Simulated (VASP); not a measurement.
Crystal: BaSr.

```
Ba Sr
1.0
     2.50860   -3.46572    0.00000
     2.50860    3.46572    0.00000
     0.00000    0.00000    6.92083
Ba Sr
1 1
Direct
  0.00000 0.00000 0.00000
  0.50000 0.50000 0.50000
```

* Program: VASP 6.6.1
* Task: relaxation of cell and atoms
* Functional: LDA
* Potentials or basis: VASP PAW LDA potentials, release 64 (Ba_sv, Sr_sv)
* Cutoff: 600 eV
* k mesh: 10 × 10 × 6
* Occupations: gaussian, width 0.1 eV
* Spin: no spin polarisation

At the start: pressure -1.6 GPa; volume 60.17 Å³/atom.

Task: How do energy, volume and symmetry change on relaxing?

Result: Over 12 steps the energy falls by 50.4 meV/atom and the volume is 50.94 Å³/atom (-15.3 %); space group Cmmm (No. 65, to 0.1 Å) before and after.

Step by step:
```
step  energy change (eV)  largest force (eV/Å)  pressure (GPa)  volume (Å³)
   1              0.0000                0.0000           -1.55       120.34
   2             -0.0758                0.0000           -0.86       110.48
   3             -0.0996                0.0000           -0.14       103.12
   4             -0.1002                0.0000            0.01       101.83
   5             -0.1001                0.0000           -0.03       102.18
   6             -0.1003                0.0000           -0.03       102.17
   7             -0.1006                0.0000           -0.03       102.13
   8             -0.1007                0.0000           -0.02       102.05
   9             -0.1007                0.0000           -0.03       102.07
  10             -0.1008                0.0000            0.02       101.69
  11             -0.1008                0.0000            0.01       101.78
  12             -0.1008                0.0000            0.00       101.87
```

Final structure:
```
Ba Sr
1.0
     2.33678   -3.30330    0.00000
     2.33678    3.30330    0.00000
     0.00000    0.00000    6.59885
Ba Sr
1 1
Direct
  0.00000 0.00000 0.00000
  0.50000 0.50000 0.50000
```

Caveat: the volume moved by over 15 % at a fixed basis, so the end points are rough.
